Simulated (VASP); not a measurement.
A run of VASP 6.6.1:

INCAR

```
SYSTEM = TaN
  ALGO = Normal
  EDIFF = 1E-7
  ENCUT = 520
  GGA = PS
  ISIF = 2
  ISMEAR = 1
  KPAR = 2
  LASPH = .TRUE.
  LCHARG = .FALSE.
  LREAL = Auto
  LWAVE = .FALSE.
  NBANDS = 249
  NCORE = 2
  NELM = 100
  PREC = Accurate
  SIGMA = 0.1
```

Contents of KPOINTS:

```
k-points
0
G
  2 2 2
  0 0 0
```

The input POSCAR:

```
TaN
1.0
    7.7675072890      4.4845723668      0.0000000000
   -7.7675072393      4.4845724529      0.0000000000
    0.0000000000      0.0000000000      8.6876379772
Ta N
27 27
Direct
    0.0000000000      0.0000000000      0.0000000000
    0.3333333333      0.6666666667      0.0000000000
    0.6666666667      0.3333333333      0.0000000000
    0.0000000000      0.6666666667      0.1666666667
    0.3333333333      0.3333333334      0.1666666667
    0.6666666667      0.0000000000      0.1666666667
    0.0000000000      0.3333333333      0.1666666667
    0.3333333333      0.0000000000      0.1666666667
    0.6666666667      0.6666666666      0.1666666667
    0.0000000000      0.0000000000      0.3333333333
    0.3333333333      0.6666666667      0.3333333333
    0.6666666667      0.3333333333      0.3333333333
    0.0000000000      0.6666666667      0.5000000000
    0.3333333333      0.3333333334      0.5000000000
    0.6666666667      0.0000000000      0.5000000000
    0.0000000000      0.3333333333      0.5000000000
    0.3333333333      0.0000000000      0.5000000000
    0.6666666667      0.6666666666      0.5000000000
    0.0000000000      0.0000000000      0.6666666667
    0.3333333333      0.6666666667      0.6666666667
    0.6666666667      0.3333333333      0.6666666667
    0.0000000000      0.6666666667      0.8333333333
    0.3333333333      0.3333333334      0.8333333333
    0.6666666667      0.0000000000      0.8333333333
    0.0000000000      0.3333333333      0.8333333333
    0.3333333333      0.0000000000      0.8333333333
    0.6666666667      0.6666666666      0.8333333333
    0.1311380463      0.8688619537      0.0000000000
    0.4644713796      0.5355286204      0.0000000000
    0.7978047130      0.2021952870      0.0000000000
    0.0710572407      0.5355286204      0.0000000000
    0.4043905741      0.2021952870      0.0000000000
    0.7377239074      0.8688619537      0.0000000000
    0.1311380463      0.2622760926      0.0000000000
    0.4644713796      0.9289427593      0.0000000000
    0.7978047130      0.5956094259      0.0000000000
    0.1311380463      0.8688619537      0.3333333333
    0.4644713796      0.5355286204      0.3333333333
    0.7978047130      0.2021952870      0.3333333333
    0.0710572407      0.5355286204      0.3333333333
    0.4043905741      0.2021952870      0.3333333333
    0.7377239074      0.8688619537      0.3333333333
    0.1311380463      0.2622760926      0.3333333333
    0.4644713796      0.9289427593      0.3333333333
    0.7978047130      0.5956094259      0.3333333333
    0.1311380463      0.8688619537      0.6666666667
    0.4644713796      0.5355286204      0.6666666667
    0.7978047130      0.2021952870      0.6666666667
    0.0710572407      0.5355286204      0.6666666667
    0.4043905741      0.2021952870      0.6666666667
    0.7377239074      0.8688619537      0.6666666667
    0.1311380463      0.2622760926      0.6666666667
    0.4644713796      0.9289427593      0.6666666667
    0.7978047130      0.5956094259      0.6666666667
```

Potentials or basis: VASP PAW PBE potentials, release 64 (Ta_pv, N).

Command:

```sh
$ cat potpaw_PBE.64/Ta_pv/POTCAR potpaw_PBE.64/N/POTCAR > POTCAR
$ mpirun -np 4 vasp_std > vasp.out
```

Hardware: 4 MPI ranks on Oxide Virtual Turin-like Processor, on a shared host.

Question: Estimate the wall time of this run.

Answer: It took 13 min on 4 MPI ranks on Oxide Virtual Turin-like Processor (shared host), peak memory 0.55 GiB a rank. Counts: scf iterations 16, k points 4.
